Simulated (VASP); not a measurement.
# KSi2Sb3 (P1) in VASP: single point with PBEsol

Aim: the single point of KSi2Sb3 with PBEsol.

Program: VASP 6.6.1. These are calculated values, not measurements. Logs are shortened: lines on timing, memory, paths and dates and some standing lists are left out, and cuts for length are marked.

## 1. The cell of the first run

The typed cell holds 6 atoms: a = 6.400 Å, b = 6.502 Å, c = 5.284 Å, α = 89.71°, β = 90.27°, γ = 132.19°.

## 2. Single point, PBEsol

The input, INCAR:

```
SYSTEM = KSi2Sb3
ALGO = Normal ; EDIFF = 1E-6
ENCUT = 520 ; GGA = PS
ISIF = 2 ; ISMEAR = -1
LASPH = .TRUE. ; LCHARG = .FALSE.
LREAL = .FALSE. ; LWAVE = .FALSE.
NBANDS = 25 ; NELM = 60
PREC = Accurate ; SIGMA = 0.05
```

The input, KPOINTS:

```
k-points
0
G
  4 4 4
  0 0 0
```

The input, POSCAR:

```
KSi2Sb3
1.0
    2.5513562933     -5.8693258332     -0.0168330961
    2.6778787928      5.9254166335      0.0165985812
    0.0026917047      0.0128761188      5.2842347472
K Si Sb
1 2 3
Direct
   -0.0290681799     -0.0722054051      0.0216203927
    0.5310911786      0.1827196360      0.5199247337
    0.0865266266      0.6306333623      0.5206764587
    0.6408899584      0.2042489521      0.0204210924
    0.2527129364      0.5986516863      0.0224791251
    0.4703835144      0.5515410277      0.5225341997
```

Potentials or basis: VASP PAW PBE potentials, release 64 (K_sv, Si, Sb).

Command:

```bash
cat potpaw_PBE.64/K_sv/POTCAR potpaw_PBE.64/Si/POTCAR potpaw_PBE.64/Sb/POTCAR > POTCAR
mpirun -np 1 vasp_std > vasp.out
```

OUTCAR:

```text
SYSTEM = KSi2Sb3
   EDIFF = 1E-6
   ENCUT = 520
   GGA = PS
   ISIF = 2
   ISMEAR = -1
   LASPH = .TRUE.
   LREAL = .FALSE.
   NELM = 60
   PREC = Accurate

 ion  position               nearest neighbor table
   1  0.971  0.928  0.022-   4 3.36   5 3.42   5 3.53   6 3.56   6 3.57   4 3.58   5 3.61   4 3.64

   2  0.531  0.183  0.520-   6 2.67   3 2.69   3 2.70   4 2.71   4 2.71
   3  0.087  0.631  0.521-   2 2.69   2 2.70   6 2.83   5 2.90   5 2.91
   4  0.641  0.204  0.020-   2 2.71   2 2.71   5 2.90   5 2.92   1 3.36   1 3.58   1 3.64
   5  0.253  0.599  0.022-   4 2.90   3 2.90   3 2.91   4 2.92   6 3.09   6 3.10   1 3.42   1 3.53
                             1 3.61
   6  0.470  0.552  0.523-   2 2.67   3 2.83   5 3.09   5 3.10   1 3.56   1 3.57

  LATTYP: Found a triclinic cell.
 ALAT       =     9.9146935836
 B/A-ratio  =     0.5274531043
 C/A-ratio  =     0.5329717026
 COS(alpha) =     0.0004906444
 COS(beta)  =     0.0035267738
 COS(gamma) =     0.8039395777

  Lattice vectors:

 A1 = (  -7.9071138789,  -5.9815074338,  -0.0163640663)
 A2 = (  -5.2292350861,  -0.0560908003,   0.0002345149)
 A3 = (  -0.0026917047,  -0.0128761188,  -5.2842347472)

Analysis of symmetry for initial positions (statically):
=====================================================================
 Subroutine PRICEL returns:
 Original cell was already a primitive cell.

 Routine SETGRP: Setting up the symmetry group for a
 triclinic supercell.

 Subroutine GETGRP returns: Found  1 space group operations
 (whereof  1 operations were pure point group operations)
 out of a pool of  2 trial point group operations.

The static configuration has the point symmetry C_1 .

Analysis of symmetry for dynamics (positions and initial velocities):
=====================================================================
 Subroutine PRICEL returns:
 Original cell was already a primitive cell.

 Routine SETGRP: Setting up the symmetry group for a
 triclinic supercell.

 Subroutine GETGRP returns: Found  1 space group operations
 (whereof  1 operations were pure point group operations)
 out of a pool of  2 trial point group operations.

The dynamic configuration has the point symmetry C_1 .

 Subroutine INISYM returns: Found  1 space group operations
 (whereof  1 operations are pure point group operations),
 and found     1 'primitive' translations

----------------------------------------------------------------------------------------

                                     Primitive cell
[... 102 lines left out ...]
   NSW    =      0    number of steps for IOM
   IBRION =     -1    ionic relax: 0-MD 1-quasi-New 2-CG
   NFREE  =      0    steps in history (QN), initial steepest desc. (CG)
   ISIF   =      2    stress and relaxation
   ISYM   =      2    0-nonsym 1-usesym 2-fastsym
   POTIM  = 0.5000    time-step for ionic-motion
   TEBEG  =    0.0;   TEEND  =   0.0 temperature during run
   PSTRESS=    0.0 pullay stress
   NELECT =      32.0000    total number of electrons
   NUPDOWN=      -1.0000    fix difference up-down
   EMIN   =  10.00;   EMAX   =-10.00  energy-range for DOS
   EFERMI =   0.00;   METHOD = LEGACY
   ISMEAR =    -1;   SIGMA  =   0.05  broadening in eV -4-tet -1-fermi 0-gaus
   EFERMI_NEDOS =   21; number of points for ismear=-14 and -15
   IALGO  =     38    algorithm
   IMIX   =      4    mixing-type and parameters
     AMIX     =   0.40;   BMIX     =  1.00
     AMIX_MAG =   1.60;   BMIX_MAG =  1.00
  volume/ion in A,a.u.               =      27.16       183.26
  Fermi-wavevector in a.u.,A,eV,Ry     =   0.951589  1.798243 12.320378  0.905522
  Thomas-Fermi vector in A             =   2.080073
   LORBIT       =      0    0 simple, 1 ext, 2 COOP (PROOUT), +10 PAW based schemes
   GGA     = PS    functional components
   LHFCALC =     F    Hartree Fock is set to
   AEXX    =    0.0000 exact exchange contribution
   IVDW    =     0    specifies the selected vdW correction
   LEPSILON=     F    determine dielectric tensor
   LRPA    =     F    only Hartree local field effects (RPA)
 non-spin polarized calculation
  energy-cutoff  :      520.00
  volume of cell :      162.94
 maximum number of plane-waves:      4428
   NGX = 23   NGY = 25   NGZ = 19

 number of electron      32.0000000 magnetization

 Free energy of the ion-electron system (eV)
  ---------------------------------------------------
  ext. energy  EPLUGINS =         0.00000000
  ---------------------------------------------------
  free energy    TOTEN  =       -25.35980247 eV

  energy without entropy =      -25.33991181  energy(sigma->0) =      -25.34985714

 E-fermi :   5.4929     XC(G=0):  -9.3509

 val. band max:        5.4498890214   @ k =   0.2500   0.2500   0.5000
 cond. band min:       5.4995362395   @ k =   0.5000   0.2500   0.5000
 fundamental gap:      0.0496472181
 Fermi energy:         5.4929263397

 k-point     1 :       0.0000    0.0000    0.0000
  band No.  band energies     occupation
      1     -24.8514      2.00000
      2      -8.5222      2.00000
      3      -8.4794      2.00000
      4      -8.4279      2.00000
      5      -6.7053      2.00000
      6      -3.5424      2.00000
[... 661 lines left out ...]
     24       9.9248      0.00000
     25      10.7572      0.00000

 [... further k-points ...]

------------------------ aborting loop because EDIFF is reached ----------------------------------------

  FORCE on cell =-STRESS in cart. coord.  units (eV):
  Direction    XX          YY          ZZ          XY          YZ          ZX
  --------------------------------------------------------------------------------------
  -------------------------------------------------------------------------------------
  Total        0.1415842      0.1680048      0.1643608      0.0124212     -0.0141349      0.0028223
  in kB        1.3921936      1.6519869      1.6161555      0.1221369     -0.1389883      0.0277514
  external PRESSURE =       1.5534453 kB  Pullay stress =       0.0000000 kB

 VOLUME and BASIS-vectors are now :
 -----------------------------------------------------------------------------
  energy-cutoff  :      520.00
  volume of cell :      162.94
      direct lattice vectors                 reciprocal lattice vectors
     2.551356293 -5.869325833 -0.016833096     0.192164098 -0.086845210  0.000113731
     2.677878793  5.925416634  0.016598581     0.190345016  0.082742549 -0.000298578
     0.002691705  0.012876119  5.284234747     0.000014242 -0.000536555  0.189243461

 POSITION                                       TOTAL-FORCE (eV/Angst)
 -----------------------------------------------------------------------------------
      4.96177     -0.20087      0.11330        -0.000524     -0.001198      0.000022
      1.84570     -2.02776      2.74150        -0.012273     -0.023381     -0.000235
      1.91092      3.23562      2.76039        -0.007583      0.015184      0.002859
      2.18215     -2.55107      0.10051         0.009604      0.008014     -0.000811
      2.24794      2.06430      0.12447         0.000797     -0.008505     -0.002702
      2.67848      0.51400      2.76243         0.009978      0.009886      0.000866
 -----------------------------------------------------------------------------------
    total drift:                                0.000232     -0.000455      0.000673

  FREE ENERGIE OF THE ION-ELECTRON SYSTEM (eV)
  ---------------------------------------------------
  free  energy   TOTEN  =       -25.3598024687 eV

  energy  without entropy=      -25.3399118070  energy(sigma->0) =      -25.34985714
```

OSZICAR:

```text
N       E                     dE             d eps       ncg     rms          rms(c)
DAV:   1     0.143782166810E+03    0.14378E+03   -0.11426E+04  1800   0.104E+03
DAV:   2    -0.141611103347E+02   -0.15794E+03   -0.14879E+03  2120   0.216E+02
DAV:   3    -0.252248443047E+02   -0.11064E+02   -0.10883E+02  2909   0.513E+01
DAV:   4    -0.255284140829E+02   -0.30357E+00   -0.30218E+00  2551   0.731E+00
DAV:   5    -0.255326816103E+02   -0.42675E-02   -0.42667E-02  2655   0.920E-01    0.649E+00
DAV:   6    -0.253968429611E+02    0.13584E+00   -0.13026E-01  2275   0.187E+00    0.408E+00
DAV:   7    -0.253608200221E+02    0.36023E-01   -0.10800E-01  2335   0.143E+00    0.952E-01
DAV:   8    -0.253597226187E+02    0.10974E-02   -0.18206E-02  2668   0.650E-01    0.259E-01
DAV:   9    -0.253597674516E+02   -0.44833E-04   -0.14953E-03  2309   0.202E-01    0.999E-02
DAV:  10    -0.253597949760E+02   -0.27524E-04   -0.15292E-04  2340   0.666E-02    0.393E-02
DAV:  11    -0.253598007787E+02   -0.58028E-05   -0.18940E-05  2493   0.217E-02    0.130E-02
DAV:  12    -0.253598023126E+02   -0.15339E-05   -0.60151E-06  2245   0.124E-02    0.452E-03
DAV:  13    -0.253598024687E+02   -0.15602E-06   -0.72346E-07  1416   0.503E-03
   1 F= -.25359802E+02 E0= -.25349857E+02  d E =-.198907E-01
```

stdout:

```text
POSCAR found type information on POSCAR K SiSb
 POSCAR found :  3 types and       6 ions
 scaLAPACK will be used
 -----------------------------------------------------------------------------
|                                                                             |
|                                                                             |
|     You enforced a specific xc type in the INCAR file but a different       |
|     I HOPE YOU KNOW WHAT YOU ARE DOING!                                     |
|                                                                             |
 -----------------------------------------------------------------------------

 LDA part: xc-table for (Slater+PW92), standard interpolation
 POSCAR, INCAR and KPOINTS ok, starting setup
 FFT: planning ... GRIDC
 FFT: planning ... GRID_SOFT
 FFT: planning ... GRID
 WAVECAR not read
 entering main loop
```

It took 2.6 min on 1 thread of AMD EPYC 7R43 (Zen 3), shared host; peak memory 0.33 GiB.

What came out:

* Free energy: -25.3598 eV
* Pressure: 0.2 GPa
* Largest force: 0.026 eV/Å
* Band gap on the k mesh: zero (bands 16 and 17 overlap by 1.59 eV)

Forces in eV/Å, atoms in the order of the input:
```
K   -0.001 -0.001  0.000
Si  -0.012 -0.023  0.000
Si  -0.008  0.015  0.003
Sb   0.010  0.008 -0.001
Sb   0.001 -0.009 -0.003
Sb   0.010  0.010  0.001
```

Caveat: the PAW data sets were made with another functional, which shifts forces and pressure a little; spin-orbit coupling is left out, which moves the levels of the heavy elements.
